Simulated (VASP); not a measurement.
Cu3Cl:

```xyz
4
Lattice="3.8380 0.0000 0.0000 0.0000 3.8380 0.0000 0.0000 0.0000 3.8380" Properties=species:S:1:pos:R:3 pbc="T T T"
Cu    0.0000    1.9190    1.9190
Cu    1.9190    0.0000    1.9190
Cu    1.9190    1.9190    0.0000
Cl    0.0000    0.0000    0.0000
```

Base run:

| Item | Value |
| --- | --- |
| Program | VASP 6.6.1 |
| Functional | PBE |
| Potentials or basis | VASP PAW PBE potentials, release 64 (Cu, Cl) |
| Cutoff | 520 eV |
| k mesh | 12 × 12 × 12 |
| Occupations | gaussian, width 0.1 eV |
| Spin | no spin polarisation |

Its results: band gap on the k mesh 0.17 eV, indirect (least direct gap 0.19 eV); pressure 0.2 GPa.

The run is repeated on the same cell with these changes: k mesh from 12 × 12 × 12 to 10 × 10 × 10; occupations from gaussian, width 0.1 eV to gaussian, width 0.02 eV. What comes out?

Band gap on the k mesh 0.02 eV, indirect (least direct gap 0.05 eV); pressure 0.2 GPa.

A k mesh can miss the band edges.
